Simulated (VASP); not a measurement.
The system is TePb.

```
Pb Te
1.0
     0.06536    3.26784    3.26784
     3.26784    0.06536    3.26784
     3.33319    3.33319    0.00000
Pb Te
1 1
Direct
  0.00000 0.00000 0.00000
  0.50000 0.50000 0.50000
```

This cell differs from its parent crystal: shear xy strain +4.0%.

Base run:

| Property | Result |
| --- | --- |
| Program | VASP 6.6.1 |
| Functional | r2SCAN |
| Potentials or basis | VASP PAW PBE potentials, release 64 (Pb_d, Te) |
| Cutoff | 520 eV |
| k mesh | 8 × 8 × 8 |
| Occupations | gaussian, width 0.01 eV |
| Spin | no spin polarisation |

Its results: band gap on the k mesh 0.87 eV (least direct gap 1.05 eV); pressure 0.0 GPa.

The run is repeated on the same cell with these changes: functional from r2SCAN to PBE; occupations from gaussian, width 0.01 eV to fermi-dirac, width 0.02 eV. What comes out?

Band gap on the k mesh 0.61 eV (least direct gap 0.77 eV); pressure 0.6 GPa.

Caveats: the structure was generated, so it needn't be the stable form of TePb; spin-orbit coupling is left out, which moves the levels of the heavy elements; the PAW data sets were made with another functional, which shifts forces and pressure a little (at least some runs).

A k mesh can miss the band edges.
